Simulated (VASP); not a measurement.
Wanted: the native input for a VASP 6.6.1 run.

* Task: single point
* Functional: PBEsol
* Potentials or basis: VASP PAW PBE potentials, release 64 (Bi_d, Te, Se)
* Cutoff: 520 eV
* k mesh: 12 × 12 × 12
* Occupations: gaussian, width 0.05 eV
* Spin: no spin polarisation
* Dipole correction: no
* Further INCAR settings: ALGO = Normal; EDIFF = 1e-07; NBANDS = 32

The structure of Bi2TeSe2 lies in POSCAR:

```
Bi2TeSe2
1.0
    2.1542462791      1.2437546692      9.4209601000
   -2.1542462791      1.2437546692      9.4209601000
    0.0000000000     -2.4875093383      9.4209601000
Bi Te Se
2 1 2
Direct
    0.3980600000      0.3980600000      0.3980600000
    0.6019400000      0.6019400000      0.6019400000
    0.0000000000      0.0000000000      0.0000000000
    0.2116000000      0.2116000000      0.2116000000
    0.7884000000      0.7884000000      0.7884000000
```

This cell differs from its parent crystal: strain +0.030 along x and y, -0.030 along z.

These files were run (other wordings do the same):

INCAR

```
ALGO     = Normal         # electronic algorithm
EDIFF    = 1E-7           # SCF threshold, eV
ENCUT    = 520            # plane-wave cutoff, eV
GGA      = PS             # functional
ISIF     = 2              # what is computed and relaxed
ISMEAR   = 0              # smearing method
LASPH    = True           # aspherical terms in the spheres
LCHARG   = True           # write CHGCAR
LELF     = True           # ELF
LREAL    = False          # projectors in reciprocal space
LUSENCCL = False        
LVHAR    = True         
LWAVE    = False          # write WAVECAR
NBANDS   = 32             # bands
NELM     = 60             # most SCF steps
PREC     = Accurate       # precision mode
SIGMA    = 0.05           # smearing width, eV
```

KPOINTS

```
k-points
0
Gamma
  12 12 12
```

Potentials or basis: VASP PAW PBE potentials, release 64 (Bi_d, Te, Se).

The run is started by

```bash
$ cat potpaw_PBE.64/Bi_d/POTCAR potpaw_PBE.64/Te/POTCAR potpaw_PBE.64/Se/POTCAR > POTCAR
$ mpirun -np 1 vasp_std > vasp.out
```

Results of the run:

| Quantity | Value |
| --- | --- |
| Pressure | 0.1 GPa |
| Largest force | 1.686 eV/Å |
| Band gap on the k mesh | 0.27 eV |

Caveat: the cell differs from its parent crystal (strain +0.030 along x and y, -0.030 along z); the PAW data sets were made with another functional, which shifts forces and pressure a little; spin-orbit coupling is left out, which moves the levels of the heavy elements.

It took 13 min on 1 × NVIDIA H100 80GB with 1 thread of AMD EPYC 7R13 Processor (Zen 3), on a shared host, peak memory 2.2 GiB.
